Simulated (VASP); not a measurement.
# TiC (I4/mmm) in VASP: notebook

TiC is run at these levels: PBE; tasks: single point.

Everything below comes from runs of VASP 6.6.1. Logs are shortened: lines on timing, memory, paths and dates and some standing lists are left out, and cuts for length are marked.

## Step 1: The cell of the first run

It takes space group I4/mmm (No. 139, tetragonal). Conventional cell: a = 3.102 Å, b = 3.102 Å, c = 4.212 Å, α = 90.00°, β = 90.00°, γ = 90.00°. Within 2.8 Å of Ti (site symmetry 4/mmm) lie 6 C at 2.11 to 2.19 Å. Within 2.8 Å of C (site symmetry 4/mmm) lie 6 Ti at 2.11 to 2.19 Å.

## Step 2: Single point, PBE

INCAR reads:

```
PREC = Accurate
ENCUT = 520
EDIFF = 1E-6
ISMEAR = 0
SIGMA = 0.15
LREAL = F
LASPH = T
NELM = 100
ALGO = Normal
ISIF = 2
LWAVE = F
LCHARG = T
GGA = PE
LELF = T
LVHAR = T
NBANDS = 15
```

KPOINTS reads:

```
regular mesh
0
Gamma
  20 20 20
```

POSCAR reads:

```
TiC
1.0
    0.0000000000      2.1936475197      2.1059016189
    2.1936475197      0.0000000000      2.1059016189
    2.1936475197      2.1936475197      0.0000000000
Ti C
1 1
Direct
    0.0000000000      0.0000000000      0.0000000000
    0.5000000000      0.5000000000      0.5000000000
```

Potentials or basis: VASP PAW PBE potentials, release 64 (Ti_sv, C).

On the command line:

```console
$ cat potpaw_PBE.64/Ti_sv/POTCAR potpaw_PBE.64/C/POTCAR > POTCAR
$ mpirun -np 1 vasp_std > vasp.out
```

OUTCAR:

```text
PREC = Accurate
   ENCUT = 520
   EDIFF = 1E-6
   ISMEAR = 0
   LREAL = F
   LASPH = T
   NELM = 100
   ISIF = 2
   GGA = PE

 ion  position               nearest neighbor table
   1  0.000  0.000  0.000-   2 2.11   2 2.11   2 2.19   2 2.19   2 2.19   2 2.19
   2  0.500  0.500  0.500-   1 2.11   1 2.11   1 2.19   1 2.19   1 2.19   1 2.19

  LATTYP: Found a body centered tetragonal cell.
 ALAT       =     3.1022860734
 C/A-ratio  =     1.3576450199

  Lattice vectors:

 A1 = (   0.0000000000,  -2.1936475197,  -2.1059016189)
 A2 = (   0.0000000000,   2.1936475197,  -2.1059016189)
 A3 = (   2.1936475197,   0.0000000000,   2.1059016189)

Analysis of symmetry for initial positions (statically):
=====================================================================
 Subroutine PRICEL returns:
 Original cell was already a primitive cell.

 Routine SETGRP: Setting up the symmetry group for a
 body centered tetragonal supercell.

 Subroutine GETGRP returns: Found 16 space group operations
 (whereof 16 operations were pure point group operations)
 out of a pool of 16 trial point group operations.

The static configuration has the point symmetry D_4h.

Analysis of symmetry for dynamics (positions and initial velocities):
=====================================================================
 Subroutine PRICEL returns:
 Original cell was already a primitive cell.

 Routine SETGRP: Setting up the symmetry group for a
 body centered tetragonal supercell.

 Subroutine GETGRP returns: Found 16 space group operations
 (whereof 16 operations were pure point group operations)
 out of a pool of 16 trial point group operations.

The dynamic configuration has the point symmetry D_4h.

 Subroutine INISYM returns: Found 16 space group operations
 (whereof 16 operations are pure point group operations),
 and found     1 'primitive' translations

----------------------------------------------------------------------------------------

                                     Primitive cell

  volume of cell :      20.2676

  direct lattice vectors                    reciprocal lattice vectors
     0.000000000  2.193647520  2.105901619    -0.227930876  0.227930876  0.237427995
     2.193647520  0.000000000  2.105901619     0.227930876 -0.227930876  0.237427995
     2.193647520  2.193647520  0.000000000     0.227930876  0.227930876 -0.237427995

  length of vectors
     3.040873406  3.040873406  3.102286073     0.400346127  0.400346127  0.400346127

  position of ions in fractional coordinates (direct lattice)
     0.000000000  0.000000000  0.000000000
     0.500000000  0.500000000  0.500000000

  ion indices of the primitive-cell ions
   primitive index   ion index
                 1           1
                 2           2

----------------------------------------------------------------------------------------

 KPOINTS: regular mesh

Automatic generation of k-mesh.
 Grid dimensions read from file:
 generate k-points for:   20   20   20

 Generating k-lattice:

  Cartesian coordinates                     Fractional coordinates (reciprocal lattice)
    -0.011396544  0.011396544  0.011871400     0.050000000 -0.000000000  0.000000000
     0.011396544 -0.011396544  0.011871400    -0.000000000  0.050000000  0.000000000
     0.011396544  0.011396544 -0.011871400     0.000000000  0.000000000  0.050000000

  Length of vectors
     0.020017306  0.020017306  0.020017306

  Shift w.r.t. Gamma in fractional coordinates (k-lattice)
     0.000000000  0.000000000  0.000000000

 Subroutine IBZKPT returns following result:
 ===========================================

 Found    641 irreducible k-points:

 Following reciprocal coordinates:
            Coordinates               Weight
  0.000000  0.000000  0.000000      1.000000
  0.050000  0.000000  0.000000      8.000000
  0.100000  0.000000  0.000000      8.000000
  0.150000  0.000000  0.000000      8.000000
  0.200000  0.000000  0.000000      8.000000
  0.250000  0.000000  0.000000      8.000000
[... 16 lines left out ...]
 -0.400000  0.050000  0.000000      8.000000
 -0.350000  0.050000  0.000000      8.000000
 [... further k-points ...]
   k-points           NKPTS =    641   k-points in BZ     NKDIM =    641   number of bands    NBANDS=     15
   number of dos      NEDOS =    301   number of ions     NIONS =      2
   total plane-waves  NPLWV =  13824
   dimension x,y,z NGX =    24 NGY =   24 NGZ =   24
   dimension x,y,z NGXF=    48 NGYF=   48 NGZF=   48
   ions per type =               1   1
   NGX,Y,Z   is equivalent  to a cutoff of  13.12, 13.12, 12.86 a.u.
   NGXF,Y,Z  is equivalent  to a cutoff of  26.24, 26.24, 25.72 a.u.
 SYSTEM =  unknown system
   PREC   = accura    normal or accurate (medium, high low for compatibility)
   ISTART =      0    job   : 0-new  1-cont  2-samecut
   ICHARG =      2    charge: 1-file 2-atom 10-const
   ISPIN  =      1    spin polarized calculation?
   LNONCOLLINEAR =      F non collinear calculations
   LSORBIT =      F    spin-orbit coupling
   LASPH  =      T    aspherical Exc in radial PAW
   ENCUT  =  520.0 eV  38.22 Ry    6.18 a.u.   5.65  5.65  5.77*2*pi/ulx,y,z
   NELM   =    100;   NELMIN=  2; NELMDL= -5     # of ELM steps
   EDIFF  = 0.1E-05   stopping-criterion for ELM
   LREAL  =      F    real-space projection
   EDIFFG = 0.1E-04   stopping-criterion for IOM
   NSW    =      0    number of steps for IOM
   IBRION =     -1    ionic relax: 0-MD 1-quasi-New 2-CG
   NFREE  =      0    steps in history (QN), initial steepest desc. (CG)
   ISIF   =      2    stress and relaxation
   ISYM   =      2    0-nonsym 1-usesym 2-fastsym
   POTIM  = 0.5000    time-step for ionic-motion
   TEBEG  =    0.0;   TEEND  =   0.0 temperature during run
   PSTRESS=    0.0 pullay stress
   NELECT =      16.0000    total number of electrons
   NUPDOWN=      -1.0000    fix difference up-down
   EMIN   =  10.00;   EMAX   =-10.00  energy-range for DOS
   EFERMI =   0.00;   METHOD = LEGACY
   ISMEAR =     0;   SIGMA  =   0.15  broadening in eV -4-tet -1-fermi 0-gaus
   EFERMI_NEDOS =   21; number of points for ismear=-14 and -15
   IALGO  =     38    algorithm
   IMIX   =      4    mixing-type and parameters
     AMIX     =   0.40;   BMIX     =  1.00
     AMIX_MAG =   1.60;   BMIX_MAG =  1.00
  volume/ion in A,a.u.               =      10.13        68.39
  Fermi-wavevector in a.u.,A,eV,Ry     =   1.513030  2.859212 31.147275  2.289260
  Thomas-Fermi vector in A             =   2.622876
   LORBIT       =      0    0 simple, 1 ext, 2 COOP (PROOUT), +10 PAW based schemes
   GGA     = PE    functional components
   LHFCALC =     F    Hartree Fock is set to
   AEXX    =    0.0000 exact exchange contribution
   IVDW    =     0    specifies the selected vdW correction
   LEPSILON=     F    determine dielectric tensor
   LRPA    =     F    only Hartree local field effects (RPA)
 non-spin polarized calculation
 Gauss-broadening in eV      SIGMA  =   0.15
  energy-cutoff  :      520.00
  volume of cell :       20.27
 maximum number of plane-waves:       560
   NGX = 11   NGY = 11   NGZ = 11

 number of electron      15.9999998 magnetization

 Free energy of the ion-electron system (eV)
  ---------------------------------------------------
  ext. energy  EPLUGINS =         0.00000000
  ---------------------------------------------------
  free energy    TOTEN  =       -18.68150020 eV

  energy without entropy =      -18.67825550  energy(sigma->0) =      -18.67987785

 E-fermi :   9.4487     XC(G=0): -12.7069

 val. band max:        9.4428955240   @ k =  -0.0500   0.0000   0.0500
 cond. band min:       9.4499582927   @ k =   0.1500   0.0000   0.1500
 fundamental gap:      0.0070627687
 Fermi energy:         9.4487493307

 k-point     1 :       0.0000    0.0000    0.0000
  band No.  band energies     occupation
      1     -47.1345      2.00000
      2     -23.1758      2.00000
      3     -23.1758      2.00000
      4     -23.1240      2.00000
      5      -2.9683      2.00000
      6      10.0437      0.00000
      7      10.0437      0.00000
      8      10.3398      0.00000
      9      11.0082      0.00000
     10      11.0685      0.00000
     11      11.0685      0.00000
     12      11.2296      0.00000
     13      11.2702      0.00000
     14      20.0047      0.00000
     15      23.5014      0.00000

 k-point     2 :       0.0500    0.0000    0.0000
  band No.  band energies     occupation
      1     -47.1327      2.00000
      2     -23.1847      2.00000
      3     -23.1774      2.00000
      4     -23.1287      2.00000
      5      -2.9113      2.00000
      6       9.7998      0.00093
      7       9.9206      0.00001
      8      10.1597      0.00000
      9      10.4665      0.00000
     10      10.5947      0.00000
     11      11.3011      0.00000
     12      11.8177      0.00000
     13      12.0459      0.00000
     14      20.1086      0.00000
     15      23.5259      0.00000

 k-point     3 :       0.1000    0.0000    0.0000
  band No.  band energies     occupation
      1     -47.1275      2.00000
      2     -23.2153      2.00000
      3     -23.1820      2.00000
      4     -23.1375      2.00000
      5      -2.7425      2.00000
      6       9.1763      1.98978
      7       9.3781      1.49450
      8       9.5675      0.26278
      9      10.4306      0.00000
     10      10.5478      0.00000
     11      11.5728      0.00000
     12      12.6445      0.00000
     13      12.9090      0.00000
     14      20.3827      0.00000
     15      23.5574      0.00000

 k-point     4 :       0.1500    0.0000    0.0000
  band No.  band energies     occupation
      1     -47.1194      2.00000
      2     -23.2685      2.00000
      3     -23.1891      2.00000
      4     -23.1449      2.00000
      5      -2.4686      2.00000
      6       8.3995      2.00000
      7       8.7530      2.00000
      8       8.9152      2.00000
      9      10.6141      0.00000
     10      10.7071      0.00000
     11      11.8167      0.00000
     12      13.4836      0.00000
     13      13.7867      0.00000
     14      20.7072      0.00000
     15      23.5335      0.00000
[... 307 lines left out ...]
 k-point    22 :      -0.4500    0.0500    0.0000
  band No.  band energies     occupation
      1     -47.0607      2.00000
      2     -23.6495      2.00000
      3     -23.2399      2.00000
      4     -23.1846      2.00000
      5       0.4125      2.00000
      6       3.7606      2.00000
      7       6.5312      2.00000
      8       6.6113      2.00000
      9      12.2539      0.00000
     10      12.3814      0.00000
     11      13.4798      0.00000
     12      17.2908      0.00000
     13      17.4809      0.00000
     14      18.0755      0.00000
     15      24.1944      0.00000

 k-point    23 :      -0.4000    0.0500    0.0000
  band No.  band energies     occupation
      1     -47.0650      2.00000
      2     -23.6220      2.00000
      3     -23.2340      2.00000
      4     -23.1846      2.00000
      5       0.0476      2.00000
      6       4.2006      2.00000
      7       6.6200      2.00000
      8       6.7694      2.00000
      9      12.1601      0.00000
     10      12.1860      0.00000
     11      13.2585      0.00000
     12      17.1812      0.00000
     13      17.2192      0.00000
     14      18.3640      0.00000
     15      24.5667      0.00000

 k-point    24 :      -0.3500    0.0500    0.0000
  band No.  band energies     occupation
      1     -47.0724      2.00000
      2     -23.5744      2.00000
      3     -23.2257      2.00000
      4     -23.1825      2.00000
      5      -0.4505      2.00000
      6       4.8429      2.00000
      7       6.8033      2.00000
      8       7.0224      2.00000
      9      11.8499      0.00000
     10      12.0119      0.00000
     11      12.9719      0.00000
     12      16.6900      0.00000
     13      16.8603      0.00000
     14      18.9995      0.00000
     15      25.1167      0.00000

 [... further k-points ...]

------------------------ aborting loop because EDIFF is reached ----------------------------------------

  FORCE on cell =-STRESS in cart. coord.  units (eV):
  Direction    XX          YY          ZZ          XY          YZ          ZX
  --------------------------------------------------------------------------------------
  -------------------------------------------------------------------------------------
  Total       -0.4995125     -0.4995125      1.7105880      0.0000000     -0.0000000     -0.0000000
  in kB      -39.4870967    -39.4870967    135.2241462      0.0000000     -0.0000000     -0.0000000
  external PRESSURE =      18.7499843 kB  Pullay stress =       0.0000000 kB

 VOLUME and BASIS-vectors are now :
 -----------------------------------------------------------------------------
  energy-cutoff  :      520.00
  volume of cell :       20.27
      direct lattice vectors                 reciprocal lattice vectors
     0.000000000  2.193647520  2.105901619    -0.227930876  0.227930876  0.237427995
     2.193647520  0.000000000  2.105901619     0.227930876 -0.227930876  0.237427995
     2.193647520  2.193647520  0.000000000     0.227930876  0.227930876 -0.237427995

 POSITION                                       TOTAL-FORCE (eV/Angst)
 -----------------------------------------------------------------------------------
      0.00000      0.00000      0.00000         0.000000      0.000000     -0.000000
      2.19365      2.19365      2.10590        -0.000000     -0.000000      0.000000
 -----------------------------------------------------------------------------------
    total drift:                                0.000000     -0.000000     -0.000000

  FREE ENERGIE OF THE ION-ELECTRON SYSTEM (eV)
  ---------------------------------------------------
  free  energy   TOTEN  =       -18.6815002047 eV

  energy  without entropy=      -18.6782555050  energy(sigma->0) =      -18.67987785
```

It took 3.4 min on 1 thread of Intel Xeon 8259CL, shared host; peak memory 0.3 GiB.

What came out:

| Property | Result |
| --- | --- |
| Free energy | -18.6815 eV |
| Pressure | 1.9 GPa |
| Band gap on the k mesh | zero (bands 8 and 9 overlap by 1.56 eV) |

(Part 1 of 2 ends here.)
